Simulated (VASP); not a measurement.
## TlBr: vibrations by perturbation theory with PBEsol

TlBr:

```xyz
2
Lattice="3.9145 0.0000 0.0000 0.0000 3.9145 0.0000 0.0000 0.0000 3.9145" Properties=species:S:1:pos:R:3 pbc="T T T"
Tl    0.0000    0.0000    0.0000
Br    1.9572    1.9572    1.9572
```

* Program: VASP 6.6.1
* Task: vibrations by perturbation theory
* Functional: PBEsol
* Potentials or basis: VASP PAW PBE potentials, release 64 (Tl_d, Br)
* Cutoff: 500 eV
* k mesh: 8 × 8 × 8
* Occupations: gaussian, width 0.01 eV
* Spin: no spin polarisation
* Dipole correction: no
* Further INCAR settings: ALGO = Normal; EDIFF = 1e-08; IBRION = 8; NSW = 1

The electronic dielectric tensor (diagonal) is 6.69 and the born charges (mean of the diagonal) is Tl +2.17; Br -2.17 e. The highest phonon frequency at Γ, LO-TO splitting left out is 39 cm⁻¹.

Phonon frequencies in cm⁻¹ (negative: imaginary):
| q point | frequencies |
| --- | --- |
| (0.000, 0.000, 0.000) | 0 0 0 39 39 39 |

Electronic dielectric tensor:
```
6.69 0.00 0.00
0.00 6.69 0.00
0.00 0.00 6.69
```

Born effective charge tensors (e):
atom 1, Tl
```
2.17 0.00 0.00
0.00 2.17 0.00
0.00 0.00 2.17
```
atom 2, Br
```
-2.17  0.00  0.00
 0.00 -2.17  0.00
 0.00  0.00 -2.17
```

Wall time 4.3 min on 1 thread of Intel(R) Xeon(R) Platinum 8488C (Sapphire Rapids), on a shared host, peak memory 0.32 GiB.
